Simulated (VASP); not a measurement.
A run of VASP 6.6.1 is set up as follows.

The input INCAR:

```
SYSTEM = KCl
PREC = Accurate ; ENCUT = 600
EDIFF = 1E-6 ; ISMEAR = 0
SIGMA = 0.02 ; LREAL = .FALSE.
LASPH = .TRUE. ; NELM = 80
ALGO = Normal ; ISIF = 3
LWAVE = .FALSE. ; LCHARG = .FALSE.
GGA = PE ; IBRION = 2
NSW = 100 ; EDIFFG = -0.005
```

The input KPOINTS:

```
regular mesh
0
G
  6 6 6
  0 0 0
```

The input POSCAR:

```
KCl
1.0
    0.0000000000      3.1464700000      3.1464700000
    3.1464700000      0.0000000000      3.1464700000
    3.1464700000      3.1464700000      0.0000000000
K Cl
1 1
Direct
    0.0000000000      0.0000000000      0.0000000000
    0.5000000000      0.5000000000      0.5000000000
```

Potentials or basis: VASP PAW PBE potentials, release 64 (K_sv, Cl).

Command:

```console
$ cat potpaw_PBE.64/K_sv/POTCAR potpaw_PBE.64/Cl/POTCAR > POTCAR
$ mpirun -np 1 vasp_std > vasp.out
```

Question: What does it give for the band gap on the k mesh?

Answer: 5.04 eV, direct.

Question: Estimate the relaxed volume.

Answer: 32.58 Å³/atom.

The path:
| step | energy change (eV) | largest force (eV/Å) | pressure (GPa) | volume (Å³) |
| --- | --- | --- | --- | --- |
| 1 | 0.0000 | 0.0000 | 0.82 | 62.30 |
| 2 | -0.0053 | 0.0000 | 0.37 | 63.75 |
| 3 | -0.0070 | 0.0000 | 0.00 | 65.16 |

PBE usually gives volumes a little too large and moduli too small. Zero-point motion and thermal expansion aren't in these numbers.
